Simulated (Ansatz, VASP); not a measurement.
## Ga2GeO3: VASP beside Ansatz

```
Ga Ge O
1.0
     2.90813    1.67901    2.67506
    -2.90813    1.67901    2.67506
     0.00000   -3.35802    2.67506
Ga Ge O
2 1 3
Direct
  0.66352 0.66352 0.66352
  0.33648 0.33648 0.33648
  0.00000 0.00000 0.00000
  0.50000 0.00000 0.00000
  0.00000 0.50000 0.00000
  0.00000 0.00000 0.50000
```

Change from the starting cell: species swapped into the Ce2AlFe3 type (R-3m, No. 166).

Alike in both runs: functional PBE; k mesh 12 × 12 × 12; occupations gaussian, width 0.1 eV; no spin polarisation.

Ansatz relaxed the structure, and its values are those at the end. VASP's run is a single point on that final structure, the one shown.

|  | VASP | Ansatz |
| --- | --- | --- |
| version | VASP 6.6.1 | Ansatz 0.2.0 |
| potentials or method | VASP PAW PBE potentials, release 64 (Ga_d, Ge_d, O), cutoff 520 eV | scalar-relativistic, plane waves, PAW |
| valence electrons in the cell | 58 | 58 |

|  | VASP | Ansatz | Ansatz less VASP |
| --- | --- | --- | --- |
| gap on the k mesh at the Fermi level (eV) | none | none | - |
| pressure (GPa) | 0.3 | 0.0 | -0.33 |
| rms of the force components (eV/Å) | 0.019 | 0.000 | -0.0183 |

A gap of «none» marks a metal or a gap that the smearing closes. The functional is the same, so the differences come from potentials, cutoffs and numerics.
